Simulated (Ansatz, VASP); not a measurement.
**Bi2C3N6 in VASP and in Ansatz**

The input INCAR:

```
SYSTEM = Bi2C3N6
PREC = Accurate
ENCUT = 520
EDIFF = 1E-7
ISMEAR = 0
SIGMA = 0.01
LREAL = .False.
LASPH = .True.
NELM = 80
ALGO = Normal
ISIF = 2
LWAVE = .False.
LCHARG = .True.
GGA = PE
LELF = .True.
LVHAR = .True.
NBANDS = 47
```

The input KPOINTS:

```
regular mesh
0
Gamma
  3 3 3
  0 0 0
```

File POSCAR:

```
Bi2C3N6
1.0
    3.3842460000      1.9538960000      5.0940350000
   -3.3842460000      1.9538960000      5.0940350000
    0.0000000000     -3.9077910000      5.0940350000
Bi C N
2 3 6
Direct
    0.1749180000      0.1749180000      0.1749180000
    0.8250820000      0.8250820000      0.8250820000
    0.0000000000      0.7246010000      0.2753990000
    0.7246010000      0.2753990000      0.0000000000
    0.2753990000      0.0000000000      0.7246010000
    0.3883510000      0.9920190000      0.8425920000
    0.9920190000      0.8425920000      0.3883510000
    0.8425920000      0.3883510000      0.9920190000
    0.1574080000      0.0079810000      0.6116490000
    0.6116490000      0.1574080000      0.0079810000
    0.0079810000      0.6116490000      0.1574080000
```

Input for Ansatz:

```yaml
crystal:
  lattice:
    - [3.384246, 1.953896, 5.094035]
    - [-3.384246, 1.953896, 5.094035]
    - [0.0, -3.907791, 5.094035]
  atoms:
    - { symbol: Bi, position: [0.174918, 0.174918, 0.174918] }
    - { symbol: Bi, position: [0.825082, 0.825082, 0.825082] }
    - { symbol: C, position: [0.0, 0.724601, 0.275399] }
    - { symbol: C, position: [0.724601, 0.275399, 0.0] }
    - { symbol: C, position: [0.275399, 0.0, 0.724601] }
    - { symbol: "N", position: [0.388351, 0.992019, 0.842592] }
    - { symbol: "N", position: [0.992019, 0.842592, 0.388351] }
    - { symbol: "N", position: [0.842592, 0.388351, 0.992019] }
    - { symbol: "N", position: [0.157408, 0.007981, 0.611649] }
    - { symbol: "N", position: [0.611649, 0.157408, 0.007981] }
    - { symbol: "N", position: [0.007981, 0.611649, 0.157408] }
kpoints:
  mp_grid: { grid: [3, 3, 3] }
hamiltonian:
  xc: pbe
scf:
  occupations: { method: fixed }
  lower_state_search: light
basis:
  ecutwfc: 420
output:
  forces: true
```

Alike in both runs: task single point; functional PBE; k mesh 3 × 3 × 3; no spin polarisation.

```csv
,VASP,Ansatz
version,VASP 6.6.1,Ansatz 0.2.0
potentials or method,"VASP PAW PBE potentials, release 64 (Bi_d, C, N), cutoff 520 eV","plane waves, PAW"
occupations,"gaussian, width 0.01 eV",fixed
valence electrons in the cell,72,72
```

VASP gave:

* rms of the force components (eV/Å): 0.003

**Question.** What did Ansatz give for the same quantities?

**Answer.** rms of the force components (eV/Å): 0.043.

Atom by atom the forces differ by 0.041 eV/Å (rms over components).

Spin-orbit coupling is off throughout. Noted on VASP's run: the standard files for N, O and F lose accuracy on very short bonds.
